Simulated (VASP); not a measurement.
Runs of VASP 6.6.1 on Mn. The structure is that of space group Fd-3m (No. 227), or close to it. The cells are those of the table. This isn't the form of Mn at room conditions, which is a 58-atom cubic cell.

```csv
cell,k mesh,gap on the mesh (eV),pressure (GPa),moment (μB)
"a = 3.752 Å, angles 60.0°, 2 atoms",11 × 11 × 11,none,0.3,0.00
"a = 3.649 Å, angles 60.0°, 2 atoms",12 × 12 × 12,none,4.1,0.00
"a = 3.596 Å, angles 60.0°, 2 atoms",12 × 12 × 12,none,(a),0.00
"a = 3.801 Å, angles 60.0°, 2 atoms",12 × 12 × 12,none,-1.0,0.00
"a = 3.701 Å, angles 60.0°, 2 atoms",12 × 12 × 12,none,2.0,0.00
"a = 3.752 Å, angles 60.0°, 2 atoms",12 × 12 × 12,none,0.3,0.00
```

Alike in all rows: task single point; level RPBE; potentials or basis VASP PAW PBE potentials, release 64 (Mn_pv); spin collinear, antiferromagnetic start; cutoff (eV) 520; smearing fermi-dirac 0.05 eV.

Question: Estimate the missing entries.

Answer: (a) 6.9.

Caveats: the antiferromagnetic order is the one typed at the start, and another may lie lower; the PAW data sets were made with another functional, which shifts forces and pressure a little; the cell stands under pressure (at least some runs).

A gap of «none» marks levels without a gap at the run's occupations.
